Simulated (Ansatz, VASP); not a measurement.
## One calculation of BAs, two programs

```
CELL_PARAMETERS angstrom
2.74698 0.00000 0.00000
-1.37349 2.37895 0.00000
0.00000 0.00000 4.19980
ATOMIC_POSITIONS crystal
B 0.00000 0.00000 0.50000
As 0.00000 0.00000 0.00000
```

Alike in both runs: functional PBE; k mesh 7 × 7 × 5; occupations gaussian, width 0.2 eV; no spin polarisation.

Ansatz relaxed the structure, and its values are those at the end. VASP's run is a single point on that final structure, the one shown.

|  | VASP | Ansatz |
| --- | --- | --- |
| version | VASP 6.6.1 | Ansatz 0.2.0 |
| potentials or method | VASP PAW PBE potentials, release 64 (B, As), cutoff 500 eV | scalar-relativistic, plane waves, PAW |
| valence electrons in the cell | 8 | 18 |

|  | VASP | Ansatz | Ansatz less VASP |
| --- | --- | --- | --- |
| gap on the k mesh at the Fermi level (eV) | none | none | - |
| pressure (GPa) | 0.3 | -0.1 | -0.41 |

A gap of «none» marks a metal or a gap that the smearing closes. The functional is the same, so the differences come from potentials, cutoffs and numerics. VASP's potentials hold 8 valence electrons a cell and Ansatz's 18, so a difference there can come from the potentials and not from the codes.

The k mesh is coarse, so the values compare programs but aren't converged.
